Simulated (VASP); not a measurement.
Set up this calculation in VASP 6.6.1, as the native input.

| Quantity | Value |
| --- | --- |
| Task | single point |
| Functional | PBEsol |
| Potentials or basis | VASP PAW PBE potentials, release 64 (Cs_sv) |
| Cutoff | 520 eV |
| k mesh | 8 × 8 × 2 |
| Occupations | fermi-dirac, width 0.1 eV |
| Spin | no spin polarisation |
| Dipole correction | no |
| Further INCAR settings | ALGO = Normal; EDIFF = 1e-06; NBANDS = 26 |

The structure of Cs lies in POSCAR:

```
Cs
1.0
    5.3126896192      0.0000000000      0.0000000000
   -2.6563448096      4.6009241727      0.0000000000
    0.0000000000      0.0000000000     17.3512442963
Cs
4
Direct
    0.0000000000      0.0000000000      0.0000000000
    0.0000000000      0.0000000000      0.5000000000
    0.3333333333      0.6666666667      0.2500000000
    0.6666666667      0.3333333333      0.7500000000
```

This isn't the form of Cs at room conditions, which is bcc.

One way to write it, as run:

INCAR

```
SYSTEM = Cs
  PREC = Accurate
  ENCUT = 520
  EDIFF = 1E-6
  ISMEAR = -1
  SIGMA = 0.1
  LREAL = .False.
  LASPH = .True.
  NELM = 80
  ALGO = Normal
  ISIF = 2
  LWAVE = .False.
  LCHARG = .True.
  GGA = PS
  LELF = .True.
  LVHAR = .True.
  NBANDS = 26
```

KPOINTS

```
Automatic mesh
0
Gamma
  8 8 2
  0 0 0
```

Potentials or basis: VASP PAW PBE potentials, release 64 (Cs_sv).

Command:

```sh
$ cat potpaw_PBE.64/Cs_sv/POTCAR > POTCAR
$ mpirun -np 1 vasp_std > vasp.out
```

It gave:

```
Pressure               : 0.1 GPa
Band gap on the k mesh : zero (bands 18 and 19 overlap by 1.62 eV)
```

Caveat: the PAW data sets were made with another functional, which shifts forces and pressure a little; spin-orbit coupling is left out, which moves the levels of the heavy elements.

Wall time 4.6 min on 1 thread of Intel Xeon 8259CL, on a shared host, peak memory 0.57 GiB.
